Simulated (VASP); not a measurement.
**ZnSe: single point with LDA**

Crystal: ZnSe.

```xyz
4
Lattice="3.8548 0.0000 0.0000 0.0000 3.8548 0.0000 0.0000 0.0000 5.0875" Properties=species:S:1:pos:R:3 pbc="T T T"
Zn    0.0000    0.0000    0.0000
Zn    1.9274    1.9274    0.0000
Se    0.0000    1.9274    1.2312
Se    1.9274    0.0000    3.8563
```

This cell differs from its parent crystal: atoms shifted along a free coordinate.

- Program: VASP 6.6.1
- Task: single point
- Functional: LDA
- Potentials or basis: VASP PAW LDA potentials, release 64 (Zn, Se)
- Cutoff: 520 eV
- k mesh: 8 × 8 × 6
- Occupations: gaussian, width 0.05 eV
- Spin: no spin polarisation
- Dipole correction: no
- Further INCAR settings: ALGO = Normal; EDIFF = 1e-07; NBANDS = 26

```
Pressure               : 22.7 GPa
Largest force          : 4.131 eV/Å
Band gap on the k mesh : 0.95 eV
```

Forces on the atoms (eV/Å):
```
Zn   0.000  0.000  0.000
Zn   0.000  0.000  0.000
Se   0.000  0.000  4.131
Se   0.000  0.000 -4.131
```

Stress tensor (GPa, compression positive):
```
23.51  0.00  0.00
 0.00 23.51  0.00
 0.00  0.00 21.19
```

Levels at points of the mesh, in eV from the valence-band top:
```csv
k point,band 16,band 17,band 18,band 19,band 20,band 21
"(0.00, 0.00, 0.00)",-0.45,-0.45,0.00,0.95,1.63,2.10
"(0.50, 0.00, 0.00)",-2.49,-1.98,-1.98,2.94,2.94,6.57
"(0.50, 0.50, 0.00)",-3.32,-3.11,-3.11,2.72,2.72,3.70
"(0.00, 0.00, 0.50)",-1.98,-1.03,-1.03,1.28,3.07,4.00
"(0.50, 0.00, 0.50)",-1.89,-1.06,-1.06,2.24,2.24,5.53
"(0.50, 0.50, 0.50)",-4.06,-3.91,-3.91,5.26,5.26,6.75
```

Wall time 54 s on 1 thread of AMD EPYC 9R45 96-Core Processor (Zen 5) (shared host), peak memory 0.2 GiB.

Caveat: the cell differs from its parent crystal (atoms shifted along a free coordinate); the cell stands under pressure; forces of over 1 eV/Å act on the atoms, so gaps and moduli don't describe the material at rest. A k mesh can miss the band edges.
